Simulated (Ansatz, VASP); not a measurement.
**Two plane-wave programs on Tl**

Contents of INCAR:

```
SYSTEM = Tl
ALGO     = Fast           ! electronic algorithm
EDIFF    = 1E-7           ! SCF threshold, eV
ENCUT    = 520            ! plane-wave cutoff, eV
GGA      = PS             ! functional
ISIF     = 2              ! what is computed and relaxed
ISMEAR   = 0              ! smearing method
LASPH    = .True.         ! aspherical terms in the spheres
LCHARG   = .True.         ! write CHGCAR
LELF     = .True.         ! ELF
LREAL    = .False.        ! projectors in reciprocal space
LVHAR    = .True.       
LWAVE    = .False.        ! write WAVECAR
NBANDS   = 12             ! bands
NELM     = 100            ! most SCF steps
PREC     = Accurate       ! precision mode
SIGMA    = 0.15           ! smearing width, eV
```

KPOINTS

```
k-points
0
Gamma
  18 18 18
  0 0 0
```

File POSCAR:

```
Tl
1.0
   -1.8924750000      1.8924750000      1.8924750000
    1.8924750000     -1.8924750000      1.8924750000
    1.8924750000      1.8924750000     -1.8924750000
Tl
1
Direct
    0.0000000000      0.0000000000      0.0000000000
```

Input for Ansatz:

```yaml
crystal:
  lattice:
    - [-1.892475, 1.892475, 1.892475]
    - [1.892475, -1.892475, 1.892475]
    - [1.892475, 1.892475, -1.892475]
  atoms:
    - { symbol: Tl, position: [0.0, 0.0, 0.0] }
basis:
  ecutwfc: 420
kpoints:
  mp_grid: { grid: [18, 18, 18] }
hamiltonian:
  xc: pbesol
scf:
  occupations: { method: gaussian, width: 0.15 }
output:
  forces: true
  stress: true
  eigenvalues: true
  write_density: true
  write_potential: true
  elf: true
  volumetric_format: npy
```

Change from the starting cell: strain -0.025 along x and y, -0.025 along z, atoms carried along.

Alike in both runs: task single point; functional PBEsol; k mesh 18 × 18 × 18; occupations gaussian, width 0.15 eV; no spin polarisation.

|  | VASP | Ansatz |
| --- | --- | --- |
| version | VASP 6.6.1 | Ansatz 0.2.0 |
| potentials or method | VASP PAW PBE potentials, release 64 (Tl_d), cutoff 520 eV | scalar-relativistic, plane waves, PAW |
| valence electrons in the cell | 13 | 13 |

```tsv
	VASP	Ansatz	Ansatz less VASP
gap on the k mesh at the Fermi level (eV)	none	none	-
pressure (GPa)	2.1	2.2	+0.06
```

VASP's potentials were made for PBE, not for PBEsol. A gap of «none» marks a metal or a gap that the smearing closes.

Neither program's run includes spin-orbit coupling.
